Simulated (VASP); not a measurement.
# Si4W2Cl in VASP: further runs, part 2 of 2

VASP 6.6.1. The steps go on from the part before.

### 3 Relaxation of the atoms, PBE

INCAR

```
SYSTEM = Si4W2Cl
PREC     = Accurate       ! precision mode
ENCUT    = 520            ! plane-wave cutoff, eV
EDIFF    = 1E-7           ! SCF threshold, eV
ISMEAR   = 0              ! smearing method
SIGMA    = 0.1            ! smearing width, eV
LREAL    = .False.        ! projectors in reciprocal space
LASPH    = .True.         ! aspherical terms in the spheres
NELM     = 80             ! most SCF steps
ALGO     = Normal         ! electronic algorithm
ISIF     = 2              ! what is computed and relaxed
LWAVE    = .False.        ! write WAVECAR
LCHARG   = .False.        ! write CHGCAR
LDIPOL   = .True.       
IDIPOL   = 3            
DIPOL    = 0.5 0.5 0.364
GGA      = PE             ! functional
IBRION   = 2              ! ionic algorithm
NSW      = 36             ! ionic steps
EDIFFG   = -0.025         ! ionic threshold
```

KPOINTS

```
Automatic mesh
0
Gamma
  8 8 1
  0 0 0
```

POSCAR

```
Si4W2Cl
1.0
    3.2290359795      0.0000000000      0.0000000000
    0.0000000000      3.2290359795      0.0000000000
    0.0000000000      0.0000000000     21.9368337387
Si W Cl
4 2 1
Selective dynamics
Direct
    0.0000000000      0.0000000000      0.1823417202  F F F
    0.0000000000      0.0000000000      0.3010024140  F F F
    0.5000000000      0.5000000000      0.3590131320  F F F
    0.5000000000      0.5000000000      0.4757675544  F F F
    0.5000000000      0.5000000000      0.2416720671  F F F
    0.0000000000      0.0000000000      0.4178417948  F F F
    0.5000000000      0.5000000000      0.5733203747  F F T
```

Potentials or basis: VASP PAW PBE potentials, release 64 (Si, W_sv, Cl).

Started as:

```console
> cat potpaw_PBE.64/Si/POTCAR potpaw_PBE.64/W_sv/POTCAR potpaw_PBE.64/Cl/POTCAR > POTCAR
> mpirun -np 1 vasp_std > vasp.out
```

OUTCAR:

```text
SYSTEM = Si4W2Cl
   PREC = Accurate
   ENCUT = 520
   EDIFF = 1E-7
   ISMEAR = 0
   LREAL = .False.
   LASPH = .True.
   NELM = 80
   ISIF = 2
   GGA = PE
   IBRION = 2
   NSW = 36
   EDIFFG = -0.025

 ion  position               nearest neighbor table
   1  0.000  0.000  0.182-   2 2.60   5 2.63   5 2.63   5 2.63   5 2.63
   2  0.000  0.000  0.301-   6 2.56   1 2.60   3 2.61   3 2.61   3 2.61   3 2.61   5 2.63   5 2.63
                             5 2.63   5 2.63
   3  0.500  0.500  0.359-   4 2.56   5 2.57   2 2.61   2 2.61   2 2.61   2 2.61   6 2.62   6 2.62
                             6 2.62   6 2.62
   4  0.500  0.500  0.476-   7 2.14   3 2.56   6 2.61   6 2.61   6 2.61   6 2.61
   5  0.500  0.500  0.242-   3 2.57   1 2.63   1 2.63   1 2.63   1 2.63   2 2.63   2 2.63   2 2.63
                             2 2.63
   6  0.000  0.000  0.418-   2 2.56   4 2.61   4 2.61   4 2.61   4 2.61   3 2.62   3 2.62   3 2.62
                             3 2.62
   7  0.500  0.500  0.573-   4 2.14

  LATTYP: Found a simple tetragonal cell.
 ALAT       =     3.2290359795
 C/A-ratio  =     6.7936170046

  Lattice vectors:

 A1 = (   3.2290359795,   0.0000000000,   0.0000000000)
[... 202 lines left out ...]
  Total       -0.3217864     -0.3217864     -2.5241385      0.0000000     -0.0000000     -0.0000000
  in kB       -2.2540244     -2.2540244    -17.6808873      0.0000000     -0.0000000     -0.0000000
  external PRESSURE =      -7.3963121 kB  Pullay stress =       0.0000000 kB
[... 69 lines left out ...]
--------------------------------------- Ionic step        3  -------------------------------------------

 number of electron      50.9999999 magnetization

 dipolmoment           0.000000      0.000000      0.055386 electrons x Angstroem

 Free energy of the ion-electron system (eV)
  ---------------------------------------------------
  ext. energy  EPLUGINS =         0.00000000
  ---------------------------------------------------
  free energy    TOTEN  =       -50.23293916 eV

  energy without entropy =      -50.20539657  energy(sigma->0) =      -50.21916787

 E-fermi :   1.8412     XC(G=0):  -6.1336

 val. band max:        1.8408361053   @ k =   0.2500   0.1250   0.0000
 cond. band min:       1.8420184545   @ k =   0.3750   0.0000   0.0000
 fundamental gap:      0.0011823492
 Fermi energy:         1.8412316714

 k-point     1 :       0.0000    0.0000    0.0000
  band No.  band energies     occupation
      1     -71.9701      2.00000
      2     -71.9277      2.00000
      3     -36.2109      2.00000
      4     -36.2011      2.00000
      5     -36.2011      2.00000
      6     -36.1877      2.00000
[... 484 lines left out ...]
     29       4.8390      0.00000
     30       4.9299      0.00000

------------------------ aborting loop because EDIFF is reached ----------------------------------------

 vacuum level on the upper side and lower side of the slab       (xc-potential included)         0.456        -0.481

  FORCE on cell =-STRESS in cart. coord.  units (eV):
  Direction    XX          YY          ZZ          XY          YZ          ZX
  --------------------------------------------------------------------------------------
  -------------------------------------------------------------------------------------
  Total       -0.4089678     -0.4089678      0.2360598      0.0000000      0.0000000      0.0000000
  in kB       -2.8647055     -2.8647055      1.6535333      0.0000000      0.0000000      0.0000000
  external PRESSURE =      -1.3586259 kB  Pullay stress =       0.0000000 kB
[... 22 lines left out ...]
  FREE ENERGIE OF THE ION-ELECTRON SYSTEM (eV)
  ---------------------------------------------------
  free  energy   TOTEN  =       -50.2329391627 eV

  energy  without entropy=      -50.2053965748  energy(sigma->0) =      -50.21916787

 reached required accuracy - stopping structural energy minimisation

 vacuum level on the upper side and lower side of the slab         7.178         6.217
```

OSZICAR:

```text
N       E                     dE             d eps       ncg     rms          rms(c)
DAV:   1     0.435670231925E+03    0.43567E+03   -0.26835E+04  1076   0.147E+03
DAV:   2    -0.239547558493E+02   -0.45962E+03   -0.45171E+03  1134   0.364E+02
DAV:   3    -0.515342524359E+02   -0.27579E+02   -0.26902E+02  1158   0.831E+01
[... 65 lines left out ...]
DAV:  14    -0.502329381890E+02   -0.85450E-06   -0.12965E-07   688   0.114E-03    0.963E-04
DAV:  15    -0.502329384320E+02   -0.24295E-06   -0.16740E-08   618   0.569E-04    0.492E-04
DAV:  16    -0.502329390132E+02   -0.58120E-06   -0.94320E-08   658   0.797E-04    0.284E-04
DAV:  17    -0.502329391219E+02   -0.10870E-06   -0.18114E-08   594   0.434E-04    0.176E-04
DAV:  18    -0.502329391627E+02   -0.40849E-07   -0.61152E-09   570   0.257E-04
   3 F= -.50232939E+02 E0= -.50219168E+02  d E =-.563115E-01
```

CONTCAR:

```text
Si4W2Cl
   1.00000000000000
     3.2290359794999999    0.0000000000000000    0.0000000000000000
     0.0000000000000000    3.2290359794999999    0.0000000000000000
     0.0000000000000000    0.0000000000000000   21.9368337386999990
  Si              W               Cl
     4     2     1
Selective dynamics
Direct
     0.0000000000000000    0.0000000000000000    0.1823417202000002   F   F   F
     0.0000000000000000    0.0000000000000000    0.3010024140000027   F   F   F
     0.5000000000000000    0.5000000000000000    0.3590131320000012   F   F   F
     0.5000000000000000    0.5000000000000000    0.4757675544000008   F   F   F
     0.5000000000000000    0.5000000000000000    0.2416720670999979   F   F   F
     0.0000000000000000    0.0000000000000000    0.4178417947999975   F   F   F
     0.5000000000000000    0.5000000000000000    0.5694542629438603   F   F   T

  0.00000000E+00  0.00000000E+00  0.00000000E+00
  0.00000000E+00  0.00000000E+00  0.00000000E+00
  0.00000000E+00  0.00000000E+00  0.00000000E+00
  0.00000000E+00  0.00000000E+00  0.00000000E+00
  0.00000000E+00  0.00000000E+00  0.00000000E+00
  0.00000000E+00  0.00000000E+00  0.00000000E+00
  0.00000000E+00  0.00000000E+00  0.00000000E+00
```

Run time: 9.8 min. Hardware: 1 thread of Intel Xeon 8259CL, shared host; peak memory 0.37 GiB.

Results:

```yaml
Free_energy: -50.2329 eV
Energy_gained_by_relaxing: 8.0 meV/atom
Ionic_steps: 3
Band_gap_on_the_k_mesh: zero (an odd number of electrons rules out a gap without spin polarisation)
```

Step by step:
| step | energy change (eV) | largest force on free atoms (eV/Å) | pressure (GPa) |
| --- | --- | --- | --- |
| 1 | 0.0000 | 1.2488 | -0.74 |
| 2 | -0.0512 | 0.4109 | -0.33 |
| 3 | -0.0563 | 0.0041 | -0.14 |

Final structure:
```
Si W Cl
1.0
     3.22904    0.00000    0.00000
     0.00000    3.22904    0.00000
     0.00000    0.00000   21.93683
Si W Cl
4 2 1
Cartesian
  0.0000 0.0000 4.0000
  0.0000 0.0000 6.6030
  1.6145 1.6145 7.8756
  1.6145 1.6145 10.4368
  1.6145 1.6145 5.3015
  0.0000 0.0000 9.1661
  1.6145 1.6145 12.4920
```

Levels at points of the mesh, in eV from the Fermi level:
```tsv
k point	band 23	band 24	band 25	band 26	band 27	band 28	band 29	band 30
(0.00, 0.00, 0.00)	-0.58	-0.58	0.72	0.75	0.91	0.98	0.98	2.60
(0.50, 0.00, 0.00)	-1.69	-1.45	-0.29	-0.24	-0.14	2.66	2.72	3.07
(0.50, 0.50, 0.00)	-2.13	-1.96	-1.96	-0.32	0.88	1.94	3.00	3.09
```

Caveat: spin-orbit coupling is left out, which moves the levels of the heavy elements; an odd number of electrons without spin polarisation forces a metal; a magnetic or distorted state may lie lower.
